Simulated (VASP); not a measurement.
# As (R-3m) in VASP: notebook

Runs on As. Level: PBE. Tasks: electric field gradients.

Everything below comes from runs of VASP 6.6.1. Logs are shortened: lines on timing, memory, paths and dates and some standing lists are left out, and cuts for length are marked.

### 1 The cell of the first run

The structure is trigonal, space group R-3m (No. 166). The conventional cell has a = 3.759 Å, b = 3.759 Å, c = 10.457 Å, α = 90.00°, β = 90.00°, γ = 120.00°. Within 3.3 Å of As (site symmetry 3m) lie 6 As at 2.52 to 3.10 Å.

### 2 Electric field gradients, PBE

INCAR

```
SYSTEM = As
ALGO = Normal ; EDIFF = 1E-8
ENCUT = 520 ; GGA = PE
ISIF = 2 ; ISMEAR = -1
LASPH = .True. ; LCHARG = .False.
LEFG = .True. ; LREAL = .False.
LWAVE = .False. ; NBANDS = 12
NELM = 60 ; PREC = Accurate
SIGMA = 0.05
```

KPOINTS

```
k-points
0
Gamma
  4 4 4
  0 0 0
```

POSCAR

```
As
1.0
    1.8797494575      1.0852738553      3.4857700000
   -1.8797494575      1.0852738553      3.4857700000
    0.0000000000     -2.1705477106      3.4857700000
As
2
Direct
    0.2275400000      0.2275400000      0.2275400000
    0.7724600000      0.7724600000      0.7724600000
```

Potentials or basis: VASP PAW PBE potentials, release 64 (As).

The run is started by

```
$ cat potpaw_PBE.64/As/POTCAR > POTCAR
$ mpirun -np 1 vasp_std > vasp.out
```

OUTCAR:

```text
SYSTEM = As
   EDIFF = 1E-8
   ENCUT = 520
   GGA = PE
   ISIF = 2
   ISMEAR = -1
   LASPH = .True.
   LREAL = .False.
   NELM = 60
   PREC = Accurate

 ion  position               nearest neighbor table
   1  0.228  0.228  0.228-   2 2.52   2 2.52   2 2.52
   2  0.772  0.772  0.772-   1 2.52   1 2.52   1 2.52

  LATTYP: Found a trigonal (rhomboedric) cell.
 ALAT       =     4.1063207202
 COS(alpha) =     0.5808936906

  Lattice vectors:

 A1 = (   1.8797494575,   1.0852738553,   3.4857700000)
 A2 = (  -1.8797494575,   1.0852738553,   3.4857700000)
 A3 = (   0.0000000000,  -2.1705477106,   3.4857700000)

Analysis of symmetry for initial positions (statically):
=====================================================================
 Subroutine PRICEL returns:
 Original cell was already a primitive cell.

 Routine SETGRP: Setting up the symmetry group for a
 trigonal (rhombohedral) supercell.

 Subroutine GETGRP returns: Found 12 space group operations
 (whereof 12 operations were pure point group operations)
 out of a pool of 12 trial point group operations.

The static configuration has the point symmetry D_3d.

Analysis of symmetry for dynamics (positions and initial velocities):
=====================================================================
 Subroutine PRICEL returns:
 Original cell was already a primitive cell.

 Routine SETGRP: Setting up the symmetry group for a
 trigonal (rhombohedral) supercell.

 Subroutine GETGRP returns: Found 12 space group operations
 (whereof 12 operations were pure point group operations)
 out of a pool of 12 trial point group operations.

The dynamic configuration has the point symmetry D_3d.

 Subroutine INISYM returns: Found 12 space group operations
 (whereof 12 operations are pure point group operations),
 and found     1 'primitive' translations

----------------------------------------------------------------------------------------

                                     Primitive cell

  volume of cell :      42.6667

  direct lattice vectors                    reciprocal lattice vectors
     1.879749457  1.085273855  3.485770000     0.265992895  0.153571070  0.095626887
    -1.879749457  1.085273855  3.485770000    -0.265992895  0.153571070  0.095626887
     0.000000000 -2.170547711  3.485770000     0.000000000 -0.307142139  0.095626887

  length of vectors
     4.106320720  4.106320720  4.106320720     0.321684310  0.321684310  0.321684310

  position of ions in fractional coordinates (direct lattice)
     0.227540000  0.227540000  0.227540000
     0.772460000  0.772460000  0.772460000

  ion indices of the primitive-cell ions
   primitive index   ion index
                 1           1
                 2           2

----------------------------------------------------------------------------------------

 KPOINTS: k-points

Automatic generation of k-mesh.
 Grid dimensions read from file:
 generate k-points for:    4    4    4

 Generating k-lattice:

  Cartesian coordinates                     Fractional coordinates (reciprocal lattice)
     0.066498224  0.038392767  0.023906722     0.250000000  0.000000000 -0.000000000
    -0.066498224  0.038392767  0.023906722     0.000000000  0.250000000 -0.000000000
     0.000000000 -0.076785535  0.023906722    -0.000000000 -0.000000000  0.250000000

  Length of vectors
     0.080421077  0.080421077  0.080421077

  Shift w.r.t. Gamma in fractional coordinates (k-lattice)
     0.000000000  0.000000000  0.000000000

 Subroutine IBZKPT returns following result:
 ===========================================

 Found     13 irreducible k-points:

 Following reciprocal coordinates:
            Coordinates               Weight
  0.000000  0.000000  0.000000      1.000000
  0.250000  0.000000  0.000000      6.000000
  0.500000  0.000000  0.000000      3.000000
  0.250000  0.250000  0.000000      6.000000
  0.500000  0.250000  0.000000     12.000000
 -0.250000  0.250000  0.000000      6.000000
  0.500000  0.500000  0.000000      3.000000
  0.250000  0.250000  0.250000      2.000000
  0.500000  0.250000  0.250000      6.000000
 -0.250000  0.250000  0.250000      6.000000
  0.500000  0.500000  0.250000      6.000000
 -0.250000  0.500000  0.250000      6.000000
  0.500000  0.500000  0.500000      1.000000
   k-points           NKPTS =     13   k-points in BZ     NKDIM =     13   number of bands    NBANDS=     12
   number of dos      NEDOS =    301   number of ions     NIONS =      2
   total plane-waves  NPLWV =  32768
   dimension x,y,z NGX =    32 NGY =   32 NGZ =   32
   dimension x,y,z NGXF=    64 NGYF=   64 NGZF=   64
   ions per type =               2
   NGX,Y,Z   is equivalent  to a cutoff of  12.96, 12.96, 12.96 a.u.
   NGXF,Y,Z  is equivalent  to a cutoff of  25.91, 25.91, 25.91 a.u.
 SYSTEM =  As
   PREC   = accura    normal or accurate (medium, high low for compatibility)
   ISTART =      0    job   : 0-new  1-cont  2-samecut
   ICHARG =      2    charge: 1-file 2-atom 10-const
   ISPIN  =      1    spin polarized calculation?
   LNONCOLLINEAR =      F non collinear calculations
   LSORBIT =      F    spin-orbit coupling
   LASPH  =      T    aspherical Exc in radial PAW
   ENCUT  =  520.0 eV  38.22 Ry    6.18 a.u.   7.64  7.64  7.64*2*pi/ulx,y,z
   NELM   =     60;   NELMIN=  2; NELMDL= -5     # of ELM steps
   EDIFF  = 0.1E-07   stopping-criterion for ELM
   LREAL  =      F    real-space projection
   EDIFFG = 0.1E-06   stopping-criterion for IOM
   NSW    =      0    number of steps for IOM
   IBRION =     -1    ionic relax: 0-MD 1-quasi-New 2-CG
   NFREE  =      0    steps in history (QN), initial steepest desc. (CG)
   ISIF   =      2    stress and relaxation
   ISYM   =      2    0-nonsym 1-usesym 2-fastsym
   POTIM  = 0.5000    time-step for ionic-motion
   TEBEG  =    0.0;   TEEND  =   0.0 temperature during run
   PSTRESS=    0.0 pullay stress
   NELECT =      10.0000    total number of electrons
   NUPDOWN=      -1.0000    fix difference up-down
   EMIN   =  10.00;   EMAX   =-10.00  energy-range for DOS
   EFERMI =   0.00;   METHOD = LEGACY
   ISMEAR =    -1;   SIGMA  =   0.05  broadening in eV -4-tet -1-fermi 0-gaus
   EFERMI_NEDOS =   21; number of points for ismear=-14 and -15
   IALGO  =     38    algorithm
   IMIX   =      4    mixing-type and parameters
     AMIX     =   0.40;   BMIX     =  1.00
     AMIX_MAG =   1.60;   BMIX_MAG =  1.00
  volume/ion in A,a.u.               =      21.33       143.96
  Fermi-wavevector in a.u.,A,eV,Ry     =   1.009358  1.907409 13.861654  1.018803
  Thomas-Fermi vector in A             =   2.142281
   LORBIT       =      0    0 simple, 1 ext, 2 COOP (PROOUT), +10 PAW based schemes
   GGA     = PE    functional components
   LHFCALC =     F    Hartree Fock is set to
   AEXX    =    0.0000 exact exchange contribution
   IVDW    =     0    specifies the selected vdW correction
   LEPSILON=     F    determine dielectric tensor
   LRPA    =     F    only Hartree local field effects (RPA)
 non-spin polarized calculation
  energy-cutoff  :      520.00
  volume of cell :       42.67
 maximum number of plane-waves:      1162
 NGX is ok and might be reduce to    32
   NGX = 15   NGY = 15   NGZ = 15

 number of electron      10.0000000 magnetization

 Free energy of the ion-electron system (eV)
  ---------------------------------------------------
  ext. energy  EPLUGINS =         0.00000000
  ---------------------------------------------------
  free energy    TOTEN  =        -9.39221104 eV

  energy without entropy =       -9.38630567  energy(sigma->0) =       -9.38925835

 E-fermi :   5.2269     XC(G=0): -10.0208

 val. band max:        5.1840969363   @ k =   0.5000   0.0000   0.0000
 cond. band min:       5.2680206189   @ k =   0.5000   0.0000   0.0000
 fundamental gap:      0.0839236826
 Fermi energy:         5.2269059874

 k-point     1 :       0.0000    0.0000    0.0000
  band No.  band energies     occupation
      1      -9.5179      2.00000
      2      -0.2159      2.00000
      3       3.0025      2.00000
      4       3.5595      2.00000
      5       3.5595      2.00000
      6       7.3655      0.00000
      7       8.5333      0.00000
      8       8.5333      0.00000
      9      12.3319      0.00000
     10      12.3319      0.00000
     11      12.7258      0.00000
     12      14.2362      0.00000

 k-point     2 :       0.2500    0.0000    0.0000
  band No.  band energies     occupation
      1      -8.6842      2.00000
      2      -2.5575      2.00000
      3       2.8069      2.00000
      4       3.1296      2.00000
      5       4.0509      2.00000
      6       6.8257      0.00000
      7       7.4416      0.00000
      8       7.6495      0.00000
      9      11.6896      0.00000
     10      12.2455      0.00000
     11      13.2662      0.00000
     12      17.8333      0.00000

 k-point     3 :       0.5000    0.0000    0.0000
  band No.  band energies     occupation
      1      -6.7477      2.00000
      2      -5.5932      2.00000
      3       2.8066      2.00000
      4       2.8160      2.00000
      5       5.1841      1.40372
      6       5.2680      0.61055
      7       5.8135      0.00002
      8       6.7940      0.00000
      9      14.5930      0.00000
     10      14.7800      0.00000
     11      17.0656      0.00000
     12      17.2353      0.00000
[... 121 lines left out ...]
 k-point    12 :      -0.2500    0.5000    0.2500
  band No.  band energies     occupation
      1      -6.3473      2.00000
      2      -4.8418      2.00000
      3      -0.2172      2.00000
      4      -0.1482      2.00000
      5       4.4083      2.00000
      6       6.7591      0.00000
      7      10.8337      0.00000
      8      10.8639      0.00000
      9      12.6018      0.00000
     10      13.0551      0.00000
     11      17.7998      0.00000
     12      18.0712      0.00000

 k-point    13 :       0.5000    0.5000    0.5000
  band No.  band energies     occupation
      1      -8.1345      2.00000
      2      -4.5947      2.00000
      3       3.8491      2.00000
      4       3.8491      2.00000
      5       5.0352      1.95764
      6       6.2464      0.00000
      7       6.2464      0.00000
      8       7.3177      0.00000
      9      13.6902      0.00000
     10      16.0270      0.00000
     11      16.0270      0.00000
     12      17.1437      0.00000

------------------------ aborting loop because EDIFF is reached ----------------------------------------

  FORCE on cell =-STRESS in cart. coord.  units (eV):
  Direction    XX          YY          ZZ          XY          YZ          ZX
  --------------------------------------------------------------------------------------
  -------------------------------------------------------------------------------------
  Total        1.4096567      1.4096567      0.2624071      0.0000000     -0.0000000      0.0000000
  in kB       52.9339916     52.9339916      9.8536438      0.0000000     -0.0000000      0.0000000
  external PRESSURE =      38.5738757 kB  Pullay stress =       0.0000000 kB

 VOLUME and BASIS-vectors are now :
 -----------------------------------------------------------------------------
  energy-cutoff  :      520.00
  volume of cell :       42.67
      direct lattice vectors                 reciprocal lattice vectors
     1.879749457  1.085273855  3.485770000     0.265992895  0.153571070  0.095626887
    -1.879749457  1.085273855  3.485770000    -0.265992895  0.153571070  0.095626887
     0.000000000 -2.170547711  3.485770000     0.000000000 -0.307142139  0.095626887

 POSITION                                       TOTAL-FORCE (eV/Angst)
 -----------------------------------------------------------------------------------
      0.00000      0.00000      2.37946         0.000000     -0.000000     -0.081303
      0.00000      0.00000      8.07785         0.000000      0.000000      0.081303
 -----------------------------------------------------------------------------------
    total drift:                               -0.000000      0.000000     -0.000000

  FREE ENERGIE OF THE ION-ELECTRON SYSTEM (eV)
  ---------------------------------------------------
  free  energy   TOTEN  =        -9.3922110420 eV

  energy  without entropy=       -9.3863056669  energy(sigma->0) =       -9.38925835

 Electric field gradients (V/A^2)
---------------------------------------------------------------------
 ion       V_xx      V_yy      V_zz      V_xy      V_xz      V_yz
---------------------------------------------------------------------
   1      18.236    18.236   -36.472    -0.000     0.000    -0.000
   2      18.236    18.236   -36.472    -0.000     0.000    -0.000
---------------------------------------------------------------------

 Electric field gradients after diagonalization (V/A^2)
 (convention: |V_zz| > |V_xx| > |V_yy|)
----------------------------------------------------------------------
 ion       V_xx      V_yy      V_zz     asymmetry (V_yy - V_xx)/ V_zz
----------------------------------------------------------------------
   1      18.236    18.236   -36.472       0.000
   2      18.236    18.236   -36.472       0.000
----------------------------------------------------------------------

           NMR quadrupolar parameters

 Cq : quadrupolar parameter    Cq=e*Q*V_zz/h
 eta: asymmetry parameters     (V_yy - V_xx)/ V_zz
 Q  : nuclear electric quadrupole moment in mb (millibarn)
----------------------------------------------------------------------
 ion       Cq(MHz)       eta       Q (mb)
----------------------------------------------------------------------
   1      -0.088       0.000       1.000
   2      -0.088       0.000       1.000
----------------------------------------------------------------------
```

It took 7.3 s on 1 thread of Intel Xeon Platinum 8488C (Sapphire Rapids), shared host; peak memory 0.17 GiB.

What came out:

```
Free energy            : -9.3922 eV
Pressure               : 3.9 GPa
Largest force          : 0.081 eV/Å
Band gap on the k mesh : 0.08 eV, direct
```

Forces on the atoms (eV/Å):
```
As   0.000  0.000 -0.081
As   0.000  0.000  0.081
```

Stress tensor (GPa, compression positive):
```
5.29 0.00 0.00
0.00 5.29 0.00
0.00 0.00 0.99
```

Electric field gradients, principal values (V/Å²):
```tsv
atom	least	middle	greatest (by size)
1 As	18.236	18.236	-36.472
2 As	18.236	18.236	-36.472
```

Caveat: the k points lie up to 0.51 Å⁻¹ apart; without QUAD_EFG the Cq values of the log hold for a quadrupole moment of 1 mb, not for the nuclei. A k mesh can miss the band edges.

[end of part 1 of 3]
